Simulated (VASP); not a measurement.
# GaAs (F-43m) in VASP: notebook

Runs on GaAs. Level: r2SCAN. Tasks: single point.

Everything below comes from runs of VASP 6.6.1. Logs are shortened: lines on timing, memory, paths and dates and some standing lists are left out, and cuts for length are marked.

## Step 1: The cell of the first run

The structure is cubic, space group F-43m (No. 216). The conventional cell has a = 5.778 Å, b = 5.778 Å, c = 5.778 Å, α = 90.00°, β = 90.00°, γ = 90.00°. Ga (site symmetry -43m) has 4 As at 2.50 Å within 3.3 Å. Within 3.3 Å of As (site symmetry -43m) lie 4 Ga at 2.50 Å.

## Step 2: Single point, r2SCAN (volume scaled by 1.06)

Input file POSCAR:

```
GaAs
1.0
    0.0000000000      2.8887708581      2.8887708581
    2.8887708581      0.0000000000      2.8887708581
    2.8887708581      2.8887708581      0.0000000000
Ga As
1 1
Direct
    0.0000000000      0.0000000000      0.0000000000
    0.2500000000      0.2500000000      0.2500000000
```

Input file INCAR.step1:

```
SYSTEM = GaAs
  ALGO = Normal
  EDIFF = 1E-4
  ENCUT = 520
  GGA = PE
  ISMEAR = 0
  LASPH = .TRUE.
  LCHARG = .FALSE.
  LREAL = .FALSE.
  LWAVE = .TRUE.
  NBANDS = 16
  NELM = 100
  PREC = Accurate
  SIGMA = 0.02
```

Input file INCAR.step2:

```
SYSTEM = GaAs
  ALGO = Normal
  EDIFF = 1E-6
  ENCUT = 520
  ISIF = 2
  ISMEAR = 0
  ISTART = 1
  LASPH = .TRUE.
  LCHARG = .TRUE.
  LELF = .TRUE.
  LMIXTAU = .TRUE.
  LREAL = .FALSE.
  LVHAR = .TRUE.
  LWAVE = .FALSE.
  METAGGA = R2SCAN
  NBANDS = 16
  NELM = 100
  PREC = Accurate
  SIGMA = 0.02
```

Input file KPOINTS:

```
k-points
0
G
  8 8 8
  0 0 0
```

Potentials or basis: VASP PAW PBE potentials, release 64 (Ga_d, As).

Launch:

```
$ cat potpaw_PBE.64/Ga_d/POTCAR potpaw_PBE.64/As/POTCAR > POTCAR
$ cp INCAR.step1 INCAR
$ mpirun -np 1 vasp_std > vasp.out
$ cp INCAR.step2 INCAR
$ mpirun -np 1 vasp_std > vasp.out
```

OUTCAR:

```text
SYSTEM = GaAs
   EDIFF = 1E-6
   ENCUT = 520
   ISIF = 2
   ISMEAR = 0
   ISTART = 1
   LASPH = .TRUE.
   LREAL = .FALSE.
   METAGGA = R2SCAN
   NELM = 100
   PREC = Accurate

 ion  position               nearest neighbor table
   1  0.000  0.000  0.000-   2 2.50   2 2.50   2 2.50   2 2.50
   2  0.250  0.250  0.250-   1 2.50   1 2.50   1 2.50   1 2.50

  LATTYP: Found a face centered cubic cell.
 ALAT       =     5.7775417162

  Lattice vectors:

 A1 = (   0.0000000000,   2.8887708581,   2.8887708581)
 A2 = (   2.8887708581,   0.0000000000,   2.8887708581)
 A3 = (   2.8887708581,   2.8887708581,   0.0000000000)

Analysis of symmetry for initial positions (statically):
=====================================================================
 Subroutine PRICEL returns:
 Original cell was already a primitive cell.

 Routine SETGRP: Setting up the symmetry group for a
 face centered cubic supercell.

 Subroutine GETGRP returns: Found 24 space group operations
 (whereof 24 operations were pure point group operations)
 out of a pool of 48 trial point group operations.

The static configuration has the point symmetry T_d .

Analysis of symmetry for dynamics (positions and initial velocities):
=====================================================================
 Subroutine PRICEL returns:
 Original cell was already a primitive cell.

 Routine SETGRP: Setting up the symmetry group for a
 face centered cubic supercell.

 Subroutine GETGRP returns: Found 24 space group operations
 (whereof 24 operations were pure point group operations)
 out of a pool of 48 trial point group operations.

The dynamic configuration has the point symmetry T_d .

 Subroutine INISYM returns: Found 24 space group operations
 (whereof 24 operations are pure point group operations),
 and found     1 'primitive' translations

----------------------------------------------------------------------------------------

                                     Primitive cell

  volume of cell :      48.2136

  direct lattice vectors                    reciprocal lattice vectors
     0.000000000  2.888770858  2.888770858    -0.173083995  0.173083995  0.173083995
     2.888770858  0.000000000  2.888770858     0.173083995 -0.173083995  0.173083995
     2.888770858  2.888770858  0.000000000     0.173083995  0.173083995 -0.173083995

  length of vectors
     4.085338926  4.085338926  4.085338926     0.299790273  0.299790273  0.299790273

  position of ions in fractional coordinates (direct lattice)
     0.000000000  0.000000000  0.000000000
     0.250000000  0.250000000  0.250000000
[... 73 lines left out ...]
   LSORBIT =      F    spin-orbit coupling
   LASPH  =      T    aspherical Exc in radial PAW
   ENCUT  =  520.0 eV  38.22 Ry    6.18 a.u.   7.60  7.60  7.60*2*pi/ulx,y,z
   NELM   =    100;   NELMIN=  2; NELMDL=  0     # of ELM steps
   EDIFF  = 0.1E-05   stopping-criterion for ELM
   LREAL  =      F    real-space projection
   EDIFFG = 0.1E-04   stopping-criterion for IOM
   NSW    =      0    number of steps for IOM
   IBRION =     -1    ionic relax: 0-MD 1-quasi-New 2-CG
   NFREE  =      0    steps in history (QN), initial steepest desc. (CG)
   ISIF   =      2    stress and relaxation
   ISYM   =      2    0-nonsym 1-usesym 2-fastsym
   POTIM  = 0.5000    time-step for ionic-motion
   TEBEG  =    0.0;   TEEND  =   0.0 temperature during run
   PSTRESS=    0.0 pullay stress
   NELECT =      18.0000    total number of electrons
   NUPDOWN=      -1.0000    fix difference up-down
   EMIN   =  10.00;   EMAX   =-10.00  energy-range for DOS
   EFERMI =   0.00;   METHOD = LEGACY
   ISMEAR =     0;   SIGMA  =   0.02  broadening in eV -4-tet -1-fermi 0-gaus
   EFERMI_NEDOS =   21; number of points for ismear=-14 and -15
   IALGO  =     38    algorithm
   IMIX   =      4    mixing-type and parameters
     AMIX     =   0.40;   BMIX     =  1.00
     AMIX_MAG =   1.60;   BMIX_MAG =  1.00
  volume/ion in A,a.u.               =      24.11       162.68
  Fermi-wavevector in a.u.,A,eV,Ry     =   1.178807  2.227622 18.906453  1.389585
  Thomas-Fermi vector in A             =   2.315129
   LORBIT       =      0    0 simple, 1 ext, 2 COOP (PROOUT), +10 PAW based schemes
   METAGGA = R2SCAN    functional components
   LHFCALC =     F    Hartree Fock is set to
   AEXX    =    0.0000 exact exchange contribution
   IVDW    =     0    specifies the selected vdW correction
   LEPSILON=     F    determine dielectric tensor
   LRPA    =     F    only Hartree local field effects (RPA)
 non-spin polarized calculation
 Gauss-broadening in eV      SIGMA  =   0.02
  energy-cutoff  :      520.00
  volume of cell :       48.21
 maximum number of plane-waves:      1316
   NGX = 15   NGY = 15   NGZ = 15

 number of electron      17.9999999 magnetization

 Free energy of the ion-electron system (eV)
  ---------------------------------------------------
  ext. energy  EPLUGINS =         0.00000000
  ---------------------------------------------------
  free energy    TOTEN  =       -27.02128345 eV

  energy without entropy =      -27.02128345  energy(sigma->0) =      -27.02128345

 E-fermi :   3.2417     XC(G=0):  -9.9467

 val. band max:        3.0873122628   @ k =   0.0000   0.0000   0.0000
 cond. band min:       3.5705839540   @ k =   0.0000   0.0000   0.0000
 fundamental gap:      0.4832716912
 Fermi energy:         3.2416732603

 k-point     1 :       0.0000    0.0000    0.0000
  band No.  band energies     occupation
      1     -12.0509      2.00000
      2     -12.0509      2.00000
      3     -12.0509      2.00000
      4     -11.9766      2.00000
      5     -11.9766      2.00000
      6      -9.6616      2.00000
[... 433 lines left out ...]
      3     -12.0227      2.00000
      4     -11.9801      2.00000
      5     -11.9735      2.00000
      6      -7.6891      2.00000
[... 8 lines left out ...]
     15      15.1448      0.00000
     16      15.5801      0.00000

 [... further k-points ...]
[... 5 lines left out ...]
  --------------------------------------------------------------------------------------
  -------------------------------------------------------------------------------------
  Total       -1.0885946     -1.0885946     -1.0885946      0.0000000      0.0000000     -0.0000000
  in kB      -36.1749106    -36.1749106    -36.1749106      0.0000000      0.0000000     -0.0000000
  external PRESSURE =     -36.1749106 kB  Pullay stress =       0.0000000 kB

 VOLUME and BASIS-vectors are now :
 -----------------------------------------------------------------------------
  energy-cutoff  :      520.00
  volume of cell :       48.21
      direct lattice vectors                 reciprocal lattice vectors
     0.000000000  2.888770858  2.888770858    -0.173083995  0.173083995  0.173083995
     2.888770858  0.000000000  2.888770858     0.173083995 -0.173083995  0.173083995
     2.888770858  2.888770858  0.000000000     0.173083995  0.173083995 -0.173083995

 POSITION                                       TOTAL-FORCE (eV/Angst)
 -----------------------------------------------------------------------------------
      0.00000      0.00000      0.00000        -0.000000     -0.000000     -0.000000
      1.44439      1.44439      1.44439         0.000000      0.000000      0.000000
 -----------------------------------------------------------------------------------
    total drift:                               -0.000004     -0.000004     -0.000004

  FREE ENERGIE OF THE ION-ELECTRON SYSTEM (eV)
  ---------------------------------------------------
  free  energy   TOTEN  =       -27.0212834549 eV

  energy  without entropy=      -27.0212834549  energy(sigma->0) =      -27.02128345
```

OSZICAR.step1:

```text
N       E                     dE             d eps       ncg     rms          rms(c)
DAV:   1     0.855994906661E+02    0.85599E+02   -0.87723E+03   944   0.150E+03
DAV:   2    -0.146744422520E+01   -0.87067E+02   -0.83246E+02  1096   0.313E+02
DAV:   3    -0.830666626733E+01   -0.68392E+01   -0.68220E+01  1080   0.677E+01
DAV:   4    -0.841569009559E+01   -0.10902E+00   -0.10901E+00  1168   0.948E+00
DAV:   5    -0.841731196333E+01   -0.16219E-02   -0.16219E-02  1152   0.104E+00    0.271E+00
DAV:   6    -0.828396489686E+01    0.13335E+00   -0.21115E-01  1424   0.740E+00    0.162E+00
DAV:   7    -0.826799383397E+01    0.15971E-01   -0.55954E-02  1104   0.162E+00    0.554E-01
DAV:   8    -0.826890740769E+01   -0.91357E-03   -0.96542E-03  1096   0.110E+00    0.907E-02
DAV:   9    -0.826931996273E+01   -0.41256E-03   -0.94779E-04  1184   0.392E-01    0.547E-02
DAV:  10    -0.826938503647E+01   -0.65074E-04   -0.57644E-05   880   0.717E-02
   1 F= -.82693850E+01 E0= -.82693711E+01  d E =-.278584E-04
```

It took 69 s on 1 thread of Intel Xeon 6455B, shared host; peak memory 0.18 GiB.

Results:

```yaml
Free_energy: -27.0213 eV
Pressure: -3.6 GPa
Band_gap_on_the_k_mesh: 0.48 eV, direct
```

Caveat: the PAW data sets were made with another functional, which shifts forces and pressure a little.

## Step 3: Single point, r2SCAN (volume scaled by 1.10)

Input file POSCAR:

```
GaAs
1.0
    0.0000000000      2.9246598801      2.9246598801
    2.9246598801      0.0000000000      2.9246598801
    2.9246598801      2.9246598801      0.0000000000
Ga As
1 1
Direct
    0.0000000000      0.0000000000      0.0000000000
    0.2500000000      0.2500000000      0.2500000000
```

Input file INCAR.step1:

```
SYSTEM = GaAs
PREC     = Accurate       ! precision mode
ENCUT    = 520            ! plane-wave cutoff, eV
ISMEAR   = 0              ! smearing method
SIGMA    = 0.02           ! smearing width, eV
LREAL    = .FALSE.        ! projectors in reciprocal space
LASPH    = .TRUE.         ! aspherical terms in the spheres
NELM     = 60             ! most SCF steps
NBANDS   = 16             ! bands
GGA      = PE             ! functional
ALGO     = Normal         ! electronic algorithm
EDIFF    = 1E-4           ! SCF threshold, eV
LWAVE    = .TRUE.         ! write WAVECAR
LCHARG   = .FALSE.        ! write CHGCAR
```

Input file INCAR.step2:

```
SYSTEM = GaAs
PREC     = Accurate       ! precision mode
ENCUT    = 520            ! plane-wave cutoff, eV
EDIFF    = 1E-6           ! SCF threshold, eV
ISMEAR   = 0              ! smearing method
SIGMA    = 0.02           ! smearing width, eV
LREAL    = .FALSE.        ! projectors in reciprocal space
LASPH    = .TRUE.         ! aspherical terms in the spheres
NELM     = 60             ! most SCF steps
ALGO     = Normal         ! electronic algorithm
ISIF     = 2              ! what is computed and relaxed
LWAVE    = .FALSE.        ! write WAVECAR
LCHARG   = .FALSE.        ! write CHGCAR
METAGGA  = R2SCAN         ! meta-GGA
LMIXTAU  = .TRUE.       
NBANDS   = 16             ! bands
ISTART   = 1
```

Input file KPOINTS:

```
regular mesh
0
G
  8 8 8
  0 0 0
```

Potentials or basis: VASP PAW PBE potentials, release 64 (Ga_d, As).

Launch:

```
$ cat potpaw_PBE.64/Ga_d/POTCAR potpaw_PBE.64/As/POTCAR > POTCAR
$ cp INCAR.step1 INCAR
$ mpirun -np 1 vasp_std > vasp.out
$ cp INCAR.step2 INCAR
$ mpirun -np 1 vasp_std > vasp.out
```

Run time: 56 s. Hardware: 1 thread of Intel Xeon 6455B, shared host; peak memory 0.19 GiB.

It converged, with:

```yaml
Free_energy: -26.9689 eV
Pressure: -5.5 GPa
Band_gap_on_the_k_mesh: 0.20 eV, direct
```

Levels at points of the mesh, in eV from the valence-band top:
| k point | band 5 | band 6 | band 7 | band 8 | band 9 | band 10 | band 11 | band 12 | band 13 | band 14 |
| --- | --- | --- | --- | --- | --- | --- | --- | --- | --- | --- |
| (0.00, 0.00, 0.00) | -15.03 | -12.50 | 0.00 | 0.00 | 0.00 | 0.20 | 4.00 | 4.00 | 4.00 | 7.88 |
| (0.50, 0.00, 0.00) | -15.03 | -10.96 | -6.28 | -1.03 | -1.03 | 1.06 | 4.94 | 4.94 | 8.11 | 10.35 |
| (0.50, 0.50, 0.00) | -15.02 | -10.32 | -6.53 | -2.43 | -2.43 | 1.92 | 1.96 | 10.03 | 10.03 | 10.81 |

Caveat: the PAW data sets were made with another functional, which shifts forces and pressure a little.
